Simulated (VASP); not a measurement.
# Mo (R-3m) in VASP: further runs

The runs below take Mo through single point, with PBE.

All numbers are computed with VASP 6.6.1; they aren't measurements. Logs are shortened: lines on timing, memory, paths and dates and some standing lists are left out, and cuts for length are marked.

**1. The cell of the first run**

The structure is trigonal, space group R-3m (No. 166). The conventional cell has a = 4.327 Å, b = 4.327 Å, c = 3.231 Å, α = 90.00°, β = 90.00°, γ = 120.00°. Within 3.6 Å of Mo (site symmetry -3m) lie 14 Mo at 2.72 to 3.30 Å.

**2. Single point, PBE**

Input file INCAR:

```
SYSTEM = Mo
  PREC = Accurate
  ENCUT = 520
  EDIFF = 1E-6
  ISMEAR = 0
  SIGMA = 0.15
  LREAL = .FALSE.
  LASPH = .TRUE.
  NELM = 80
  ALGO = Fast
  ISIF = 2
  LWAVE = .FALSE.
  LCHARG = .FALSE.
  GGA = PE
  NBANDS = 13
```

Input file KPOINTS:

```
Automatic mesh
0
G
  22 22 22
  0 0 0
```

Input file POSCAR:

```
Mo
1.0
   -1.4180654115      1.6418470063      1.6418470063
    1.6418470063     -1.4180654115      1.6418470063
    1.6418470063      1.6418470063     -1.4180654115
Mo
1
Direct
    0.0000000000      0.0000000000      0.0000000000
```

Potentials or basis: VASP PAW PBE potentials, release 64 (Mo_sv).

Run with:

```console
$ cat potpaw_PBE.64/Mo_sv/POTCAR > POTCAR
$ mpirun -np 1 vasp_std > vasp.out
```

OUTCAR:

```text
SYSTEM = Mo
   PREC = Accurate
   ENCUT = 520
   EDIFF = 1E-6
   ISMEAR = 0
   LREAL = .FALSE.
   LASPH = .TRUE.
   NELM = 80
   ISIF = 2
   GGA = PE

 ion  position               nearest neighbor table
   1  0.000  0.000  0.000-

  LATTYP: Found a trigonal (rhomboedric) cell.
 ALAT       =     2.7207044484
 COS(alpha) =    -0.2648972803

  Lattice vectors:

 A1 = (  -1.4180654115,   1.6418470063,   1.6418470063)
 A2 = (   1.6418470063,  -1.4180654115,   1.6418470063)
 A3 = (   1.6418470063,   1.6418470063,  -1.4180654115)

Analysis of symmetry for initial positions (statically):
=====================================================================
 Subroutine PRICEL returns:
 Original cell was already a primitive cell.

 Routine SETGRP: Setting up the symmetry group for a
 trigonal (rhombohedral) supercell.

 Subroutine GETGRP returns: Found 12 space group operations
 (whereof 12 operations were pure point group operations)
 out of a pool of 12 trial point group operations.

The static configuration has the point symmetry D_3d.

Analysis of symmetry for dynamics (positions and initial velocities):
=====================================================================
 Subroutine PRICEL returns:
 Original cell was already a primitive cell.

 Routine SETGRP: Setting up the symmetry group for a
 trigonal (rhombohedral) supercell.

 Subroutine GETGRP returns: Found 12 space group operations
 (whereof 12 operations were pure point group operations)
 out of a pool of 12 trial point group operations.

The dynamic configuration has the point symmetry D_3d.

 Subroutine INISYM returns: Found 12 space group operations
 (whereof 12 operations are pure point group operations),
 and found     1 'primitive' translations

----------------------------------------------------------------------------------------

                                     Primitive cell

  volume of cell :      17.4680

  direct lattice vectors                    reciprocal lattice vectors
    -1.418065411  1.641847006  1.641847006    -0.039200371  0.287606368  0.287606368
     1.641847006 -1.418065411  1.641847006     0.287606368 -0.039200371  0.287606368
     1.641847006  1.641847006 -1.418065411     0.287606368  0.287606368 -0.039200371

  length of vectors
     2.720704448  2.720704448  2.720704448     0.408621482  0.408621482  0.408621482

  position of ions in fractional coordinates (direct lattice)
     0.000000000  0.000000000  0.000000000

  ion indices of the primitive-cell ions
   primitive index   ion index
[... 76 lines left out ...]
   NSW    =      0    number of steps for IOM
   IBRION =     -1    ionic relax: 0-MD 1-quasi-New 2-CG
   NFREE  =      0    steps in history (QN), initial steepest desc. (CG)
   ISIF   =      2    stress and relaxation
   ISYM   =      2    0-nonsym 1-usesym 2-fastsym
   POTIM  = 0.5000    time-step for ionic-motion
   TEBEG  =    0.0;   TEEND  =   0.0 temperature during run
   PSTRESS=    0.0 pullay stress
   NELECT =      14.0000    total number of electrons
   NUPDOWN=      -1.0000    fix difference up-down
   EMIN   =  10.00;   EMAX   =-10.00  energy-range for DOS
   EFERMI =   0.00;   METHOD = LEGACY
   ISMEAR =     0;   SIGMA  =   0.15  broadening in eV -4-tet -1-fermi 0-gaus
   EFERMI_NEDOS =   21; number of points for ismear=-14 and -15
   IALGO  =     68    algorithm
   IMIX   =      4    mixing-type and parameters
     AMIX     =   0.40;   BMIX     =  1.00
     AMIX_MAG =   1.60;   BMIX_MAG =  1.00
  volume/ion in A,a.u.               =      17.47       117.88
  Fermi-wavevector in a.u.,A,eV,Ry     =   1.520675  2.873659 31.462832  2.312453
  Thomas-Fermi vector in A             =   2.629494
   LORBIT       =      0    0 simple, 1 ext, 2 COOP (PROOUT), +10 PAW based schemes
   GGA     = PE    functional components
   LHFCALC =     F    Hartree Fock is set to
   AEXX    =    0.0000 exact exchange contribution
   IVDW    =     0    specifies the selected vdW correction
   LEPSILON=     F    determine dielectric tensor
   LRPA    =     F    only Hartree local field effects (RPA)
 non-spin polarized calculation
 RMM-DIIS sequential band-by-band and
 Gauss-broadening in eV      SIGMA  =   0.15
  energy-cutoff  :      520.00
  volume of cell :       17.47
 maximum number of plane-waves:       484
   NGX = 11   NGY = 11   NGZ = 11

 number of electron      13.9999996 magnetization

 Free energy of the ion-electron system (eV)
  ---------------------------------------------------
  ext. energy  EPLUGINS =         0.00000000
  ---------------------------------------------------
  free energy    TOTEN  =       -10.65651341 eV

  energy without entropy =      -10.64810043  energy(sigma->0) =      -10.65230692

 E-fermi :  10.9716     XC(G=0): -12.7453

 val. band max:       10.9691245249   @ k =  -0.1818   0.1818   0.1818
 cond. band min:      10.9730947583   @ k =  -0.1364   0.1818   0.0909
 fundamental gap:      0.0039702335
 Fermi energy:        10.9716379409

 k-point     1 :       0.0000    0.0000    0.0000
  band No.  band energies     occupation
      1     -50.4164      2.00000
      2     -24.0509      2.00000
      3     -23.7359      2.00000
      4     -23.7359      2.00000
      5       4.0978      2.00000
      6       8.4769      2.00000
      7       8.4769      2.00000
      8      11.4818      0.00000
      9      12.9200      0.00000
     10      12.9200      0.00000
     11      24.7015      0.00000
     12      24.7015      0.00000
     13      27.9253      0.00000
[... 354 lines left out ...]
  band No.  band energies     occupation
      1     -50.2698      2.00000
      2     -24.8955      2.00000
      3     -24.0003      2.00000
      4     -23.7345      2.00000
      5       6.3996      2.00000
      6       7.7515      2.00000
      7      10.6974      1.99029
      8      12.9800      0.00000
      9      13.0782      0.00000
     10      14.0454      0.00000
     11      20.4579      0.00000
     12      23.9911      0.00000
     13      28.1193      0.00000

 [... further k-points ...]
[... 5 lines left out ...]
  --------------------------------------------------------------------------------------
  -------------------------------------------------------------------------------------
  Total       -1.7523509     -1.7523509     -1.7523509     -0.7972540     -0.7972540     -0.7972540
  in kB     -160.7268625   -160.7268625   -160.7268625    -73.1247005    -73.1247005    -73.1247005
  external PRESSURE =    -160.7268625 kB  Pullay stress =       0.0000000 kB

 VOLUME and BASIS-vectors are now :
 -----------------------------------------------------------------------------
  energy-cutoff  :      520.00
  volume of cell :       17.47
      direct lattice vectors                 reciprocal lattice vectors
    -1.418065411  1.641847006  1.641847006    -0.039200371  0.287606368  0.287606368
     1.641847006 -1.418065411  1.641847006     0.287606368 -0.039200371  0.287606368
     1.641847006  1.641847006 -1.418065411     0.287606368  0.287606368 -0.039200371

 POSITION                                       TOTAL-FORCE (eV/Angst)
 -----------------------------------------------------------------------------------
      0.00000      0.00000      0.00000        -0.000000     -0.000000      0.000000
 -----------------------------------------------------------------------------------
    total drift:                                0.000000      0.000000      0.000000

  FREE ENERGIE OF THE ION-ELECTRON SYSTEM (eV)
  ---------------------------------------------------
  free  energy   TOTEN  =       -10.6565134099 eV

  energy  without entropy=      -10.6481004311  energy(sigma->0) =      -10.65230692
```

stdout:

```text
POSCAR found type information on POSCAR Mo
 POSCAR found :  1 types and       1 ions
 scaLAPACK will be used
 LDA part: xc-table for (Slater+PW92), standard interpolation
 POSCAR, INCAR and KPOINTS ok, starting setup
 FFT: planning ... GRIDC
 FFT: planning ... GRID_SOFT
 FFT: planning ... GRID
 WAVECAR not read
 entering main loop
```

Run time: 87 s. Hardware: 1 thread of Intel Xeon Platinum 8488C (Sapphire Rapids), shared host; peak memory 0.31 GiB.

Results:

```yaml
Free_energy: -10.6565 eV
Pressure: -16.1 GPa
Band_gap_on_the_k_mesh: zero (band 7 reaches 12.25 eV, above the bottom of band 8 at 10.06 eV)
```

Stress tensor (GPa, compression positive):
```
-16.07  -7.31  -7.31
 -7.31 -16.07  -7.31
 -7.31  -7.31 -16.07
```

**3. Single point, PBE**

This run uses another cell than the first one, of the same volume but with other edges.

Input file INCAR:

```
PREC     = Accurate       # precision mode
ENCUT    = 520            # plane-wave cutoff, eV
EDIFF    = 1E-6           # SCF threshold, eV
ISMEAR   = 0              # smearing method
SIGMA    = 0.15           # smearing width, eV
LREAL    = F              # projectors in reciprocal space
LASPH    = T              # aspherical terms in the spheres
NELM     = 80             # most SCF steps
ALGO     = Fast           # electronic algorithm
ISIF     = 2              # what is computed and relaxed
LWAVE    = F              # write WAVECAR
LCHARG   = F              # write CHGCAR
GGA      = PE             # functional
NBANDS   = 13             # bands
```

Input file KPOINTS:

```
Automatic mesh
0
Gamma
  22 22 22
```

Input file POSCAR:

```
Mo
1.0
   -1.8509627039      1.6415295831      1.6415295831
    1.6415295831     -1.8509627039      1.6415295831
    1.6415295831      1.6415295831     -1.8509627039
Mo
1
Direct
    0.0000000000      0.0000000000      0.0000000000
```

Potentials or basis: VASP PAW PBE potentials, release 64 (Mo_sv).

Run with:

```console
$ cat potpaw_PBE.64/Mo_sv/POTCAR > POTCAR
$ mpirun -np 1 vasp_std > vasp.out
```

Wall time 96 s (1 thread of Intel Xeon Platinum 8488C (Sapphire Rapids), shared host); peak memory 0.32 GiB.

It converged, with:

```yaml
Free_energy: -10.5591 eV
Pressure: -13.7 GPa
Band_gap_on_the_k_mesh: zero (band 7 reaches 13.35 eV, above the bottom of band 8 at 9.94 eV)
```

Stress tensor (GPa, compression positive):
```
-13.75  13.94  13.94
 13.94 -13.75  13.94
 13.94  13.94 -13.75
```

Levels at points of the mesh, in eV from the Fermi level:
```
           k point  band 3  band 4  band 5  band 6  band 7  band 8  band 9  band 10  band 11  band 12
(0.00, 0.00, 0.00)  -34.96  -34.24   -6.78   -3.13   -0.97   -0.97    2.40     2.40    12.60    15.64
(0.50, 0.00, 0.00)  -35.09  -34.81   -4.74   -2.77    0.99    1.06    2.48     4.17    11.08    12.26
(0.50, 0.50, 0.00)  -35.12  -34.28   -4.75   -3.68    0.38    2.60    2.61     3.67     8.40    11.42
(0.50, 0.50, 0.50)  -35.22  -35.22   -4.76   -4.76    2.45    2.45    5.07     7.97     7.97     9.92
```
